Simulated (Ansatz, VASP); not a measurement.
**One calculation of BAs, two programs**

File INCAR:

```
PREC     = Accurate       # precision mode
ENCUT    = 600            # plane-wave cutoff, eV
EDIFF    = 1E-6           # SCF threshold, eV
ISMEAR   = -1             # smearing method
SIGMA    = 0.05           # smearing width, eV
LREAL    = False          # projectors in reciprocal space
LASPH    = True           # aspherical terms in the spheres
NELM     = 80             # most SCF steps
ALGO     = Normal         # electronic algorithm
ISIF     = 3              # what is computed and relaxed
LWAVE    = False          # write WAVECAR
LCHARG   = False          # write CHGCAR
IBRION   = 2              # ionic algorithm
NSW      = 80             # ionic steps
EDIFFG   = -0.01          # ionic threshold
```

KPOINTS

```
regular mesh
0
Gamma
  10 10 10
```

Contents of POSCAR:

```
BAs
1.0
    0.0000000000      2.3885000000      2.3885000000
    2.3885000000      0.0000000000      2.3885000000
    2.3885000000      2.3885000000      0.0000000000
As B
1 1
Direct
    0.7500000000      0.7500000000      0.7500000000
    0.0000000000      0.0000000000      0.0000000000
```

input.yaml

```yaml
crystal:
  lattice:
    - [0.0, 2.3885, 2.3885]
    - [2.3885, 0.0, 2.3885]
    - [2.3885, 2.3885, 0.0]
  atoms:
    - { symbol: As, position: [0.75, 0.75, 0.75] }
    - { symbol: B, position: [0.0, 0.0, 0.0] }
kpoints:
  mp_grid: { grid: [10, 10, 10] }
scf:
  occupations: { method: fermi_dirac, width: 0.05 }
hamiltonian:
  xc: lda
  pseudopotentials: { kind: all_electron, lapw: { basis_error: 0.001 } }
output:
  forces: true
  stress: true
relax:
  f_tol: 0.01
  max_steps: 60
  cell: {}
```

Alike in both runs: task relaxation of cell and atoms; functional LDA; k mesh 10 × 10 × 10; occupations fermi-dirac, width 0.05 eV; no spin polarisation.

|  | VASP | Ansatz |
| --- | --- | --- |
| version | VASP 6.6.1 | Ansatz 0.2.0 |
| potentials or method | VASP PAW LDA potentials, release 64 (As, B), cutoff 600 eV | all-electron LAPW, scalar-relativistic |

Ansatz gave:

- relaxed volume (Å³/atom): 13.24
- relaxed cell length with the largest relative difference (Å): 3.346

Problem. Which values does VASP return?

Solution. Relaxed volume (Å³/atom): 13.33; relaxed cell length with the largest relative difference (Å): 3.353.

LDA's correlation is that of Perdew and Zunger in VASP and of Perdew and Wang (1992) in Ansatz. Ansatz ran all-electron here, and VASP with PAW potentials.
